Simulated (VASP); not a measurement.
Ta4O, 5 atoms in the cell. The structure is tetragonal, space group P4/mmm (No. 123). Conventional cell: a = 3.257 Å, b = 3.257 Å, c = 7.409 Å, α = 90.00°, β = 90.00°, γ = 90.00°. Within 3.7 Å of Ta (site symmetry 4/mmm) lie 12 Ta at 2.81 to 3.26 Å. Within 2.8 Å of Ta (site symmetry 4mm) lie 1 O at 2.10 Å. Within 3.0 Å of Ta (site symmetry 4/mmm) lie 4 O at 2.30 Å. Within 2.8 Å of O (site symmetry 4/mmm) lie 6 Ta at 2.10 to 2.30 Å. 

- Program: VASP 6.6.1
- Task: single point
- Functional: PBEsol
- Potentials or basis: VASP PAW PBE potentials, release 64 (Ta_sv_GW, O)
- Cutoff: 600 eV
- k mesh: 8 × 8 × 4
- Occupations: fermi-dirac, width 0.05 eV
- Spin: no spin polarisation
- Hubbard terms: Ta d U = 3.0 eV
- Dipole correction: no
- Second run: valence_matched
- Further INCAR settings: ALGO = Normal; EDIFF = 1e-06; NBANDS = 37

Potentials or basis: VASP PAW PBE potentials, release 64 (Ta_sv_GW, O).

The run is started by

```bash
$ cat potpaw_PBE.64/Ta_sv_GW/POTCAR potpaw_PBE.64/O/POTCAR > POTCAR
$ mpirun -np 1 vasp_std > vasp.out
```

Hardware: 1 thread of Intel(R) Xeon(R) 6975P-C (Granite Rapids), with other jobs on the host.

Task: Estimate the wall time of this run.

Result: Run time: 3 min on 1 thread of Intel(R) Xeon(R) 6975P-C (Granite Rapids), on a shared host, peak memory 0.3 GiB. Counts: scf iterations 25, k points 45.
